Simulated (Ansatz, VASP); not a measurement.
**Pt in VASP and in Ansatz**

The input POSCAR:

```
Pt
1.0
    0.0000000000      1.9867042750      1.9867042750
    1.9867042750      0.0000000000      1.9867042750
    1.9867042750      1.9867042750      0.0000000000
Pt
1
Direct
    0.0000000000      0.0000000000      0.0000000000
```

INCAR.step1

```
SYSTEM = Pt
PREC     = Accurate       ! precision mode
ENCUT    = 630            ! plane-wave cutoff, eV
ISMEAR   = -1             ! smearing method
SIGMA    = 0.05           ! smearing width, eV
LREAL    = .FALSE.        ! projectors in reciprocal space
LASPH    = .TRUE.         ! aspherical terms in the spheres
NELM     = 120            ! most SCF steps
NBANDS   = 15             ! bands
GGA      = PE             ! functional
ALGO     = Normal         ! electronic algorithm
EDIFF    = 1E-5           ! SCF threshold, eV
LWAVE    = .TRUE.         ! write WAVECAR
LCHARG   = .FALSE.        ! write CHGCAR
GGA_COMPAT= .FALSE.
```

INCAR.step2

```
SYSTEM = Pt
PREC     = Accurate       ! precision mode
ENCUT    = 630            ! plane-wave cutoff, eV
EDIFF    = 1E-6           ! SCF threshold, eV
ISMEAR   = -1             ! smearing method
SIGMA    = 0.05           ! smearing width, eV
LREAL    = .FALSE.        ! projectors in reciprocal space
LASPH    = .TRUE.         ! aspherical terms in the spheres
NELM     = 120            ! most SCF steps
ALGO     = Normal         ! electronic algorithm
ISIF     = 2              ! what is computed and relaxed
LWAVE    = .FALSE.        ! write WAVECAR
LCHARG   = .TRUE.         ! write CHGCAR
METAGGA  = R2SCAN         ! meta-GGA
LMIXTAU  = .TRUE.       
LELF     = .TRUE.         ! ELF
LVHAR    = .TRUE.       
NBANDS   = 15             ! bands
ISTART   = 1            
GGA_COMPAT= .FALSE.
```

KPOINTS

```
regular mesh
0
G
  12 12 12
  0 0 0
```

input.yaml

```yaml
crystal:
  lattice:
    - [0.0, 1.986704275, 1.986704275]
    - [1.986704275, 0.0, 1.986704275]
    - [1.986704275, 1.986704275, 0.0]
  atoms:
    - { symbol: Pt, position: [0.0, 0.0, 0.0] }
hamiltonian:
  xc: r2scan
  pseudopotentials: { kind: paw }
kpoints:
  mp_grid: { grid: [12, 12, 12] }
scf:
  occupations: { method: fermi_dirac, width: 0.05 }
output:
  forces: true
  stress: true
  eigenvalues: true
```

Alike in both runs: task single point; functional r2SCAN; k mesh 12 × 12 × 12; occupations fermi-dirac, width 0.05 eV; no spin polarisation.

|  | VASP | Ansatz |
| --- | --- | --- |
| version | VASP 6.6.1 | Ansatz 0.2.0 |
| potentials or method | VASP PAW PBE potentials, release 64 (Pt_sv_GW) | Ansatz PAW |
| plane-wave cutoff (eV) | 630 | 500 |
| valence electrons in the cell | 18 | 18 |

Ansatz gave:

- gap on the k mesh at the Fermi level (eV): none
- pressure (GPa): -6.3

Which values does VASP return?

gap on the k mesh at the Fermi level (eV): none; pressure (GPa): -6.9.

VASP's potentials were made for PBE, not for r2SCAN. A gap of «none» marks a metal or a gap that the smearing closes.

Neither program's run includes spin-orbit coupling.
